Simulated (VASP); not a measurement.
# P (C2/c) in VASP: a series of runs

The runs below take P through single point, with LDA.

All numbers are computed with VASP 6.6.1; they aren't measurements. Logs are shortened: lines on timing, memory, paths and dates and some standing lists are left out, and cuts for length are marked.

### 1 The cell of the first run

The typed cell holds 2 atoms: a = 4.017 Å, b = 4.017 Å, c = 3.473 Å, α = 90.00°, β = 90.00°, γ = 141.16°.

### 2 Single point, LDA (17.58 Å³/atom)

Input file INCAR:

```
SYSTEM = P
PREC = Accurate
ENCUT = 520
EDIFF = 1E-7
ISMEAR = -1
SIGMA = 0.1
LREAL = .FALSE.
LASPH = .TRUE.
NELM = 80
ALGO = Normal
ISIF = 2
LWAVE = .FALSE.
LCHARG = .FALSE.
NBANDS = 12
```

Input file KPOINTS:

```
regular mesh
0
G
  15 15 11
  0 0 0
```

Input file POSCAR:

```
P
1.0
   -2.5005262712      2.8577250617      1.3116435066
    2.8577250617     -2.5005262712      1.3116435066
    2.4114377556      2.4114377556     -0.6574332676
P
2
Direct
    0.9754012375      0.0245987625      0.0000000000
    0.7745987625      0.2254012375      0.5000000000
```

Potentials or basis: VASP PAW LDA potentials, release 64 (P).

The run is started by

```sh
$ cat potpaw_LDA.64/P/POTCAR > POTCAR
$ mpirun -np 1 vasp_std > vasp.out
```

OUTCAR:

```text
SYSTEM = P
   PREC = Accurate
   ENCUT = 520
   EDIFF = 1E-7
   ISMEAR = -1
   LREAL = .FALSE.
   LASPH = .TRUE.
   NELM = 80
   ISIF = 2

 ion  position               nearest neighbor table
   1  0.975  0.025  0.000-   2 2.31   2 2.31
   2  0.775  0.225  0.500-   1 2.31   1 2.31

  LATTYP: Found a base centered monoclinic cell.
 ALAT       =     2.6714821178
 B/A-ratio  =     2.8365197189
 C/A-ratio  =     1.3000572516
 COS(beta)  =    -0.0002059493

  Lattice vectors:

 A1 = (  -2.5005262712,   2.8577250617,   1.3116435066)
 A2 = (   2.8577250617,  -2.5005262712,   1.3116435066)
 A3 = (   2.4114377556,   2.4114377556,  -0.6574332676)

Analysis of symmetry for initial positions (statically):
=====================================================================
 Subroutine PRICEL returns:
 Original cell was already a primitive cell.

 Routine SETGRP: Setting up the symmetry group for a
 base centered monoclinic supercell.

 Subroutine GETGRP returns: Found  4 space group operations
 (whereof  2 operations were pure point group operations)
 out of a pool of  4 trial point group operations.

The static configuration has the point symmetry C_2 .
 The point group associated with its full space group is C_2h.

Analysis of symmetry for dynamics (positions and initial velocities):
=====================================================================
 Subroutine PRICEL returns:
 Original cell was already a primitive cell.

 Routine SETGRP: Setting up the symmetry group for a
 base centered monoclinic supercell.

 Subroutine GETGRP returns: Found  4 space group operations
 (whereof  2 operations were pure point group operations)
 out of a pool of  4 trial point group operations.

The dynamic configuration has the point symmetry C_2 .
 The point group associated with its full space group is C_2h.

 Subroutine INISYM returns: Found  4 space group operations
 (whereof  2 operations are pure point group operations),
 and found     1 'primitive' translations

----------------------------------------------------------------------------------------

                                     Primitive cell

  volume of cell :      35.1540

  direct lattice vectors                    reciprocal lattice vectors
    -2.500526271  2.857725062  1.311643507    -0.043210340  0.143417710  0.367556445
     2.857725062 -2.500526271  1.311643507     0.143417710 -0.043210340  0.367556445
     2.411437756  2.411437756 -0.657433268     0.199923479  0.199923479 -0.054444995

  length of vectors
     4.017416191  4.017416191  3.473079700     0.396904917  0.396904917  0.287928901

  position of ions in fractional coordinates (direct lattice)
     0.975401238  0.024598762  0.000000000
     0.774598762  0.225401238  0.500000000

  ion indices of the primitive-cell ions
   primitive index   ion index
                 1           1
                 2           2

----------------------------------------------------------------------------------------

 KPOINTS: regular mesh

Automatic generation of k-mesh.
 Grid dimensions read from file:
 generate k-points for:   15   15   11

 Generating k-lattice:

  Cartesian coordinates                     Fractional coordinates (reciprocal lattice)
    -0.002880689  0.009561181  0.024503763     0.066666667 -0.000000000  0.000000000
     0.009561181 -0.002880689  0.024503763    -0.000000000  0.066666667  0.000000000
     0.018174862  0.018174862 -0.004949545     0.000000000  0.000000000  0.090909091

  Length of vectors
     0.026460328  0.026460328  0.026175355

  Shift w.r.t. Gamma in fractional coordinates (k-lattice)
     0.000000000  0.000000000  0.000000000

 Subroutine IBZKPT returns following result:
 ===========================================

 Found    664 irreducible k-points:

 Following reciprocal coordinates:
            Coordinates               Weight
  0.000000  0.000000  0.000000      1.000000
  0.066667 -0.000000  0.000000      4.000000
  0.133333 -0.000000  0.000000      4.000000
  0.200000 -0.000000 -0.000000      4.000000
  0.266667 -0.000000  0.000000      4.000000
  0.333333 -0.000000  0.000000      4.000000
[... 16 lines left out ...]
  0.133333  0.133333  0.000000      2.000000
  0.200000  0.133333 -0.000000      4.000000
 [... further k-points ...]
   k-points           NKPTS =    664   k-points in BZ     NKDIM =    664   number of bands    NBANDS=     12
   number of dos      NEDOS =    301   number of ions     NIONS =      2
   total plane-waves  NPLWV =  25200
   dimension x,y,z NGX =    30 NGY =   30 NGZ =   28
   dimension x,y,z NGXF=    60 NGYF=   60 NGZF=   56
   ions per type =               2
   NGX,Y,Z   is equivalent  to a cutoff of  12.41, 12.41, 13.40 a.u.
   NGXF,Y,Z  is equivalent  to a cutoff of  24.83, 24.83, 26.81 a.u.
 SYSTEM =  P
   PREC   = accura    normal or accurate (medium, high low for compatibility)
   ISTART =      0    job   : 0-new  1-cont  2-samecut
   ICHARG =      2    charge: 1-file 2-atom 10-const
   ISPIN  =      1    spin polarized calculation?
   LNONCOLLINEAR =      F non collinear calculations
   LSORBIT =      F    spin-orbit coupling
   LASPH  =      T    aspherical Exc in radial PAW
   ENCUT  =  520.0 eV  38.22 Ry    6.18 a.u.   7.47  7.47  6.46*2*pi/ulx,y,z
   NELM   =     80;   NELMIN=  2; NELMDL= -5     # of ELM steps
   EDIFF  = 0.1E-06   stopping-criterion for ELM
   LREAL  =      F    real-space projection
   EDIFFG = 0.1E-05   stopping-criterion for IOM
   NSW    =      0    number of steps for IOM
   IBRION =     -1    ionic relax: 0-MD 1-quasi-New 2-CG
   NFREE  =      0    steps in history (QN), initial steepest desc. (CG)
   ISIF   =      2    stress and relaxation
   ISYM   =      2    0-nonsym 1-usesym 2-fastsym
   POTIM  = 0.5000    time-step for ionic-motion
   TEBEG  =    0.0;   TEEND  =   0.0 temperature during run
   PSTRESS=    0.0 pullay stress
   NELECT =      10.0000    total number of electrons
   NUPDOWN=      -1.0000    fix difference up-down
   EMIN   =  10.00;   EMAX   =-10.00  energy-range for DOS
   EFERMI =   0.00;   METHOD = LEGACY
   ISMEAR =    -1;   SIGMA  =   0.10  broadening in eV -4-tet -1-fermi 0-gaus
   EFERMI_NEDOS =   21; number of points for ismear=-14 and -15
   IALGO  =     38    algorithm
   IMIX   =      4    mixing-type and parameters
     AMIX     =   0.40;   BMIX     =  1.00
     AMIX_MAG =   1.60;   BMIX_MAG =  1.00
  volume/ion in A,a.u.               =      17.58       118.62
  Fermi-wavevector in a.u.,A,eV,Ry     =   1.076671  2.034614 15.772160  1.159221
  Thomas-Fermi vector in A             =   2.212562
   LORBIT       =      0    0 simple, 1 ext, 2 COOP (PROOUT), +10 PAW based schemes
   GGA     = CA    functional components
   LHFCALC =     F    Hartree Fock is set to
   AEXX    =    0.0000 exact exchange contribution
   IVDW    =     0    specifies the selected vdW correction
   LEPSILON=     F    determine dielectric tensor
   LRPA    =     F    only Hartree local field effects (RPA)
 non-spin polarized calculation
  energy-cutoff  :      520.00
  volume of cell :       35.15
 maximum number of plane-waves:       963
 NGX is ok and might be reduce to    30
   NGX = 15   NGY = 15   NGZ = 13

 number of electron      10.0000000 magnetization

 number of electron       9.9999999 magnetization

 Free energy of the ion-electron system (eV)
  ---------------------------------------------------
  ext. energy  EPLUGINS =         0.00000000
  ---------------------------------------------------
  free energy    TOTEN  =       -11.69543060 eV

  energy without entropy =      -11.67566848  energy(sigma->0) =      -11.68554954

 E-fermi :   7.0803     XC(G=0): -10.5756

 val. band max:        7.0658986913   @ k =  -0.0667  -0.1333   0.2727
 cond. band min:       7.0804869663   @ k =   0.4667   0.4667   0.0000
 fundamental gap:      0.0145882750
 Fermi energy:         7.0803155610

 k-point     1 :       0.0000    0.0000    0.0000
  band No.  band energies     occupation
      1      -7.9221      2.00000
      2      -0.0471      2.00000
      3       2.7224      2.00000
      4       2.9517      2.00000
      5       7.8812      0.00066
      6      10.6908      0.00000
      7      11.4512      0.00000
      8      13.1022      0.00000
      9      13.1034      0.00000
     10      14.6186      0.00000
     11      15.1877      0.00000
     12      18.9435      0.00000

 k-point     2 :       0.0667   -0.0000    0.0000
  band No.  band energies     occupation
      1      -7.8336      2.00000
      2      -0.0395      2.00000
      3       2.8527      2.00000
      4       3.0238      2.00000
      5       7.9554      0.00032
      6       9.7816      0.00000
      7      11.4236      0.00000
      8      12.0997      0.00000
      9      13.4686      0.00000
     10      15.3419      0.00000
     11      15.4496      0.00000
     12      19.6425      0.00000

 k-point     3 :       0.1333   -0.0000    0.0000
  band No.  band energies     occupation
      1      -7.5701      2.00000
      2      -0.0005      2.00000
      3       3.2149      2.00000
      4       3.2365      2.00000
      5       8.0607      0.00011
      6       8.1313      0.00005
      7      10.7052      0.00000
      8      11.3633      0.00000
      9      13.6017      0.00000
     10      15.7556      0.00000
     11      16.8829      0.00000
     12      20.4114      0.00000
[... 286 lines left out ...]
 k-point    23 :       0.1333    0.1333    0.0000
  band No.  band energies     occupation
      1      -6.6764      2.00000
      2       1.1278      2.00000
      3       3.2348      2.00000
      4       3.9250      2.00000
      5       5.2563      2.00000
      6       6.7105      1.95164
      7       9.3528      0.00000
      8      12.0080      0.00000
      9      14.3128      0.00000
     10      15.5435      0.00000
     11      18.0359      0.00000
     12      18.2298      0.00000

 k-point    24 :       0.2000    0.1333   -0.0000
  band No.  band energies     occupation
      1      -6.0199      2.00000
      2       1.5507      2.00000
      3       2.4801      2.00000
      4       4.3959      2.00000
      5       5.0627      2.00000
      6       5.4973      2.00000
      7       9.7814      0.00000
      8      12.0595      0.00000
      9      14.4043      0.00000
     10      14.9029      0.00000
     11      17.0862      0.00000
     12      17.5905      0.00000

 [... further k-points ...]

------------------------ aborting loop because EDIFF is reached ----------------------------------------

  FORCE on cell =-STRESS in cart. coord.  units (eV):
  Direction    XX          YY          ZZ          XY          YZ          ZX
  --------------------------------------------------------------------------------------
  -------------------------------------------------------------------------------------
  Total       -2.1358012     -2.1358012     -1.8936902     -0.3347052      0.0826291      0.0826291
  in kB      -97.3411151    -97.3411151    -86.3066811    -15.2545012      3.7658989      3.7658987
  external PRESSURE =     -93.6629704 kB  Pullay stress =       0.0000000 kB

 VOLUME and BASIS-vectors are now :
 -----------------------------------------------------------------------------
  energy-cutoff  :      520.00
  volume of cell :       35.15
      direct lattice vectors                 reciprocal lattice vectors
    -2.500526271  2.857725062  1.311643507    -0.043210340  0.143417710  0.367556445
     2.857725062 -2.500526271  1.311643507     0.143417710 -0.043210340  0.367556445
     2.411437756  2.411437756 -0.657433268     0.199923479  0.199923479 -0.054444995

 POSITION                                       TOTAL-FORCE (eV/Angst)
 -----------------------------------------------------------------------------------
     -2.36872      2.72592      1.31164         0.560999     -0.560999      0.000000
     -0.08705      2.85569      0.98293        -0.560999      0.560999     -0.000000
 -----------------------------------------------------------------------------------
    total drift:                                0.000000      0.000000      0.000000

  FREE ENERGIE OF THE ION-ELECTRON SYSTEM (eV)
  ---------------------------------------------------
  free  energy   TOTEN  =       -11.6954306045 eV

  energy  without entropy=      -11.6756684782  energy(sigma->0) =      -11.68554954
```

Wall time 5.3 min (1 thread of Intel Xeon Platinum 8259CL at 2.50GHz (Skylake/Cascade Lake), shared host); peak memory 0.31 GiB.

What came out:

| Item | Value |
| --- | --- |
| Free energy | -11.6954 eV |
| Pressure | -9.4 GPa |
| Largest force | 0.793 eV/Å |
| Band gap on the k mesh | zero (bands 5 and 6 overlap by 7.66 eV) |

Forces in eV/Å, atoms in the order of the input:
```
P    0.561 -0.561  0.000
P   -0.561  0.561  0.000
```

Stress tensor (GPa, compression positive):
```
-9.73 -1.53  0.38
-1.53 -9.73  0.38
 0.38  0.38 -8.63
```

Levels at points of the mesh, in eV from the Fermi level:
| k point | band 1 | band 2 | band 3 | band 4 | band 5 | band 6 | band 7 | band 8 | band 9 | band 10 |
| --- | --- | --- | --- | --- | --- | --- | --- | --- | --- | --- |
| (0.00, 0.00, 0.00) | -15.00 | -7.13 | -4.36 | -4.13 | 0.80 | 3.61 | 4.37 | 6.02 | 6.02 | 7.54 |

Caveat: the cell stands under tension.

(Continued in part 2 of 2.)
